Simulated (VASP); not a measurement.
# La16CO24 (a cell with a defect) in VASP: single point with PBE

Aim: the single point of La16CO24 (a cell with a defect) with PBE.

All numbers are computed with VASP 6.6.1; they aren't measurements. Logs are shortened: lines on timing, memory, paths and dates and some standing lists are left out, and cuts for length are marked.

## Step 1: The cell of the first run

The cell holds a defect, 41 atoms: a = 7.881 Å, b = 7.881 Å, c = 12.376 Å, α = 90.00°, β = 90.00°, γ = 120.00°.

## Step 2: Single point, PBE

INCAR

```
ALGO = Normal
EDIFF = 1E-6
ENCUT = 520
GGA = PE
ISIF = 2
ISMEAR = -1
LASPH = True
LCHARG = False
LREAL = Auto
LWAVE = False
NBANDS = 188
NELM = 80
PREC = Accurate
SIGMA = 0.01
```

KPOINTS

```
Automatic mesh
0
Gamma
  1 1 1
  0.25 0.25 0.25
```

POSCAR

```
La16CO24
1.0
    7.8811453700     -0.0000000600      0.0000000000
   -3.9405726400      6.8252721300      0.0000000000
    0.0000000000      0.0000000000     12.3757188400
La O C
16 24 1
Direct
    0.3422034041      0.1499446470      0.3950156806
    0.1510789748      0.3541019263      0.0972057474
    0.3319081554      0.1628442059      0.8778764402
    0.1612764095      0.3334715402      0.6262735200
    0.3315662209      0.6420403372      0.3714405651
    0.1492589291      0.8381599883      0.1347457890
    0.3390909285      0.6774220767      0.8779735659
    0.1677608112      0.8333393749      0.6270750896
    0.8429409300      0.1649648584      0.3710396995
    0.6628963708      0.3488565722      0.1258547499
    0.8199713589      0.1586496521      0.8748412226
    0.6618658165      0.3292586723      0.6254450428
    0.8381088399      0.6714832703      0.3806638678
    0.6732100703      0.8471224195      0.1264661892
    0.8294743928      0.6694037927      0.8778636733
    0.6594310364      0.8340127589      0.6208033731
    0.3306889243      0.1913591129      0.1767666209
    0.1869344637      0.3124867361      0.2951505320
   -0.0237069480     -0.0174583517     -0.0049943766
    0.3310800540      0.1637005820      0.6785167075
    0.1598384679      0.3379661595      0.8401411776
    0.0051467487      0.0107660177      0.4997641818
    0.3310689081      0.6749232752      0.1706503701
    0.1705940752      0.8116461739      0.3382393422
   -0.0183460735      0.5212092545      0.0095938670
    0.3295336754      0.6636948584      0.6810059366
    0.1620468790      0.8359962652      0.8209724325
    0.0180777567      0.4648947237      0.4924568083
    0.8196637955      0.1812367369      0.1708827606
    0.6696932713      0.3361975899      0.3338958370
    0.4956012858      0.0069890297     -0.0095393247
    0.8313907538      0.1654126060      0.6812253178
    0.6604286355      0.3362838867      0.8211925409
    0.5041456090     -0.0022136802      0.5098500606
    0.8263493929      0.6663957074      0.1888295969
    0.6612636340      0.8341074072      0.3269758349
    0.5164889278      0.5281710329     -0.0019240095
    0.8351606317      0.6629656611      0.6658668564
    0.6618444301      0.8341970739      0.8163503172
    0.4850993489      0.4939570122      0.5022482395
    0.1483407867      0.1360140653      0.2361347278
```

Potentials or basis: VASP PAW PBE potentials, release 64 (La, O, C).

Launch:

```bash
cat potpaw_PBE.64/La/POTCAR potpaw_PBE.64/O/POTCAR potpaw_PBE.64/C/POTCAR > POTCAR
mpirun -np 1 vasp_std > vasp.out
```

OUTCAR:

```text
EDIFF = 1E-6
   ENCUT = 520
   GGA = PE
   ISIF = 2
   ISMEAR = -1
   LASPH = True
   LREAL = Auto
   NELM = 80
   PREC = Accurate

 ion  position               nearest neighbor table
   1  0.342  0.150  0.395-  30 2.37  24 2.41  41 2.46  18 2.50  34 2.57  22 2.65  40 2.71  17 2.73
                            12 3.59   8 3.60
   2  0.151  0.354  0.097-  23 2.38  41 2.42  29 2.44  18 2.51  17 2.54  25 2.54  37 2.78   7 3.50
                            11 3.57
   3  0.332  0.163  0.878-  27 2.34  33 2.35  21 2.42  20 2.47  31 2.59
   4  0.161  0.333  0.626-  32 2.35  26 2.35  20 2.41  28 2.50  21 2.65  40 2.69  22 2.70
   5  0.332  0.642  0.371-  24 2.29  36 2.33  18 2.44  23 2.50  28 2.62  40 2.62
   6  0.149  0.838  0.135-  35 2.30  23 2.40  17 2.47  24 2.54  25 2.66  41 2.66  19 2.77
   7  0.339  0.677  0.878-  39 2.33  21 2.36  27 2.40  26 2.44  31 2.65  37 2.68   2 3.50
   8  0.168  0.833  0.627-  38 2.32  20 2.34  26 2.36  27 2.40  34 2.72  22 2.81   1 3.60
   9  0.843  0.165  0.371-  36 2.33  30 2.40  29 2.49  18 2.54  28 2.55  22 2.68
  10  0.663  0.349  0.126-  29 2.28  35 2.30  17 2.35  30 2.58  25 2.61  37 2.73
  11  0.820  0.159  0.875-  39 2.33  21 2.36  33 2.40  32 2.40  31 2.64  19 2.71   2 3.57
  12  0.662  0.329  0.625-  38 2.33  20 2.35  32 2.38  33 2.42  34 2.68  40 2.79   1 3.59
  13  0.838  0.671  0.381-  24 2.34  30 2.36  35 2.38  36 2.41  22 2.75
  14  0.673  0.847  0.126-  29 2.35  23 2.40  35 2.41  36 2.48  19 2.63  37 2.70
  15  0.829  0.669  0.878-  27 2.38  33 2.38  39 2.39  19 2.58  37 2.61  25 2.62  38 2.62
  16  0.659  0.834  0.621-  26 2.37  32 2.38  39 2.42  38 2.43  34 2.57  40 2.75  22 2.80
  17  0.331  0.191  0.177-  41 1.47  10 2.35   6 2.47   2 2.54   1 2.73
  18  0.187  0.312  0.295-  41 1.46   5 2.44   1 2.50   2 2.51   9 2.54
  19  0.976  0.983  0.995-  15 2.58  14 2.63  11 2.71   6 2.77
  20  0.331  0.164  0.679-   8 2.34  12 2.35   4 2.41   3 2.47
  21  0.160  0.338  0.840-  11 2.36   7 2.36   3 2.42   4 2.65
  22  0.005  0.011  0.500-   1 2.65   9 2.68   4 2.70  13 2.75  16 2.80   8 2.81
  23  0.331  0.675  0.171-   2 2.38   6 2.40  14 2.40   5 2.50
  24  0.171  0.812  0.338-   5 2.29  13 2.34   1 2.41   6 2.54
  25  0.982  0.521  0.010-   2 2.54  10 2.61  15 2.62   6 2.66
  26  0.330  0.664  0.681-   4 2.35   8 2.36  16 2.37   7 2.44
  27  0.162  0.836  0.821-   3 2.34  15 2.38   7 2.40   8 2.40
  28  0.018  0.465  0.492-   4 2.50   9 2.55   5 2.62
  29  0.820  0.181  0.171-  10 2.28  14 2.35   2 2.44   9 2.49
  30  0.670  0.336  0.334-  13 2.36   1 2.37   9 2.40  10 2.58
  31  0.496  0.007  0.990-   3 2.59  11 2.64   7 2.65
  32  0.831  0.165  0.681-   4 2.35  12 2.38  16 2.38  11 2.40
  33  0.660  0.336  0.821-   3 2.35  15 2.38  11 2.40  12 2.42
  34  0.504  0.998  0.510-   1 2.57  16 2.57  12 2.68   8 2.72
  35  0.826  0.666  0.189-  10 2.30   6 2.30  13 2.38  14 2.41
  36  0.661  0.834  0.327-   5 2.33   9 2.33  13 2.41  14 2.48
  37  0.516  0.528  0.998-  15 2.61   7 2.68  14 2.70  10 2.73   2 2.78
  38  0.835  0.663  0.666-   8 2.32  12 2.33  16 2.43  15 2.62
  39  0.662  0.834  0.816-  11 2.33   7 2.33  15 2.39  16 2.42
  40  0.485  0.494  0.502-   5 2.62   4 2.69   1 2.71  16 2.75  12 2.79
  41  0.148  0.136  0.236-  18 1.46  17 1.47   2 2.42   1 2.46   6 2.66

[... 211 lines left out ...]
   EFERMI_NEDOS =   21; number of points for ismear=-14 and -15
   IALGO  =     38    algorithm
   IMIX   =      4    mixing-type and parameters
     AMIX     =   0.40;   BMIX     =  1.00
     AMIX_MAG =   1.60;   BMIX_MAG =  1.00
  volume/ion in A,a.u.               =      16.24       109.57
  Fermi-wavevector in a.u.,A,eV,Ry     =   1.287745  2.433485 22.562372  1.658288
  Thomas-Fermi vector in A             =   2.419741
   LORBIT       =      0    0 simple, 1 ext, 2 COOP (PROOUT), +10 PAW based schemes
   GGA     = PE    functional components
   LHFCALC =     F    Hartree Fock is set to
   AEXX    =    0.0000 exact exchange contribution
   IVDW    =     0    specifies the selected vdW correction
   LEPSILON=     F    determine dielectric tensor
   LRPA    =     F    only Hartree local field effects (RPA)
 non-spin polarized calculation
  energy-cutoff  :      520.00
  volume of cell :      665.70
 maximum number of plane-waves:     17910
 NGX is ok and might be reduce to    60
   NGX = 29   NGY = 29   NGZ = 47

 number of electron     324.0000014 magnetization

 Free energy of the ion-electron system (eV)
  ---------------------------------------------------
  ext. energy  EPLUGINS =         0.00000000
  ---------------------------------------------------
  free energy    TOTEN  =      -338.98969939 eV

  energy without entropy =     -338.98969939  energy(sigma->0) =     -338.98969939

 E-fermi :   8.3871     XC(G=0): -10.4646

 val. band max:        8.1437570279   @ k =   0.5000  -0.2500   0.2500
 cond. band min:       9.8319663766   @ k =   0.5000   0.2500   0.2500
 fundamental gap:      1.6882093488
 Fermi energy:         8.3870608817

 k-point     1 :       0.2500    0.2500    0.2500
  band No.  band energies     occupation
      1     -23.9154      2.00000
      2     -23.8677      2.00000
      3     -23.8624      2.00000
      4     -23.8304      2.00000
      5     -23.8087      2.00000
      6     -23.7794      2.00000
[... 1051 lines left out ...]
    173      10.5410      0.00000
    174      10.5892      0.00000
 [bands above 174 left out]

------------------------ aborting loop because EDIFF is reached ----------------------------------------

  FORCE on cell =-STRESS in cart. coord.  units (eV):
  Direction    XX          YY          ZZ          XY          YZ          ZX
  --------------------------------------------------------------------------------------
  -------------------------------------------------------------------------------------
  Total        1.6880675      5.5283987      3.9858059      2.1811381     -2.7110765      2.5762642
  in kB        4.0627552     13.3054693      9.5928353      5.2494523     -6.5248813      6.2004218
  external PRESSURE =       8.9870199 kB  Pullay stress =       0.0000000 kB

 VOLUME and BASIS-vectors are now :
 -----------------------------------------------------------------------------
  energy-cutoff  :      520.00
  volume of cell :      665.70
      direct lattice vectors                 reciprocal lattice vectors
     7.881145370 -0.000000060  0.000000000     0.126885111  0.073257152  0.000000000
    -3.940572640  6.825272130  0.000000000     0.000000001  0.146514305  0.000000000
     0.000000000  0.000000000 12.375718840     0.000000000  0.000000000  0.080803387

 POSITION                                       TOTAL-FORCE (eV/Angst)
 -----------------------------------------------------------------------------------
      2.10609      1.02341      4.88860        -0.106351      0.066416      0.001624
     -0.20469      2.41684      1.20299         0.158158     -0.086435      0.009635
      1.97412      1.11146     10.86435        -0.140285      0.073636     -0.033181
     -0.04303      2.27603      7.75059         0.123746     -0.069691     -0.026547
      0.08312      4.38210      4.59684        -0.092940      0.007827     -0.009482
     -2.12650      5.72067      1.66758         0.097922     -0.070407     -0.028023
[... 33 lines left out ...]
      1.87666      3.37139      6.21568         0.026722      0.004134      0.028159
      0.63312      0.92833      2.92234        -0.373532     -0.252052      0.045307
 -----------------------------------------------------------------------------------
    total drift:                                0.017184      0.002099      0.002008

  FREE ENERGIE OF THE ION-ELECTRON SYSTEM (eV)
  ---------------------------------------------------
  free  energy   TOTEN  =      -338.9896993893 eV

  energy  without entropy=     -338.9896993893  energy(sigma->0) =     -338.98969939
```

OSZICAR:

```text
N       E                     dE             d eps       ncg     rms          rms(c)
DAV:   1     0.551505850709E+04    0.55151E+04   -0.10889E+05  2288   0.265E+03
DAV:   2     0.230531623779E+04   -0.32097E+04   -0.30408E+04  2800   0.612E+02
DAV:   3     0.579629949827E+03   -0.17257E+04   -0.16861E+04  3640   0.377E+02
[... 14 lines left out ...]
DAV:  18    -0.338989689477E+03   -0.10797E-04   -0.13791E-04  4120   0.415E-02    0.108E-02
DAV:  19    -0.338989695087E+03   -0.56095E-05   -0.41140E-05  3048   0.248E-02    0.524E-03
DAV:  20    -0.338989697104E+03   -0.20175E-05   -0.15549E-05  2224   0.162E-02    0.398E-03
DAV:  21    -0.338989698651E+03   -0.15472E-05   -0.58193E-06  1920   0.125E-02    0.174E-03
DAV:  22    -0.338989699389E+03   -0.73793E-06   -0.27303E-06  1872   0.977E-03
   1 F= -.33898970E+03 E0= -.33898970E+03  d E =-.689055E-11
```

stdout:

```text
POSCAR found type information on POSCAR LaO C
 POSCAR found :  3 types and      41 ions
 scaLAPACK will be used
 LDA part: xc-table for (Slater+PW92), standard interpolation
 POSCAR, INCAR and KPOINTS ok, starting setup
 FFT: planning ... GRIDC
 FFT: planning ... GRID_SOFT
 FFT: planning ... GRID
 WAVECAR not read
 entering main loop
```

Run time: 63 min. Hardware: 1 thread of Intel Xeon Platinum 8259CL at 2.50GHz (Skylake/Cascade Lake), shared host; peak memory 1 GiB.

Results:

| Quantity | Value |
| --- | --- |
| Free energy | -338.9897 eV |
| Pressure | 0.9 GPa |
| Largest force | 0.453 eV/Å |
| Band gap on the k mesh | 1.69 eV |

Forces in eV/Å, atoms in the order of the input:
```
La  -0.106  0.066  0.002
La   0.158 -0.086  0.010
La  -0.140  0.074 -0.033
La   0.124 -0.070 -0.027
La  -0.093  0.008 -0.009
La   0.098 -0.070 -0.028
La  -0.088  0.065 -0.006
La   0.127 -0.060  0.000
La  -0.131  0.078 -0.003
La   0.057 -0.029 -0.041
La  -0.123  0.059 -0.036
La   0.118 -0.060 -0.016
La  -0.098  0.071 -0.075
La   0.123 -0.066  0.026
La  -0.111  0.073 -0.025
La   0.143 -0.079 -0.022
O    0.179  0.012  0.121
O   -0.110  0.157  0.243
O    0.070  0.032 -0.023
O   -0.112  0.069 -0.006
O    0.132 -0.074 -0.007
O    0.009 -0.013 -0.004
O   -0.070  0.109  0.033
O    0.135 -0.074 -0.059
O    0.028 -0.009 -0.033
O   -0.112  0.078 -0.003
O    0.138 -0.070 -0.005
O   -0.047  0.035  0.051
O   -0.140  0.066  0.016
O    0.114 -0.061 -0.066
O   -0.046  0.053 -0.024
O   -0.119  0.069 -0.009
O    0.137 -0.080 -0.003
O    0.013 -0.002 -0.008
O   -0.025  0.038 -0.027
O    0.101 -0.025  0.012
O    0.032 -0.061 -0.029
O   -0.125  0.074  0.020
O    0.108 -0.047  0.022
O    0.027  0.004  0.028
C   -0.374 -0.252  0.045
```

Caveat: spin-orbit coupling is left out, which moves the levels of the heavy elements.
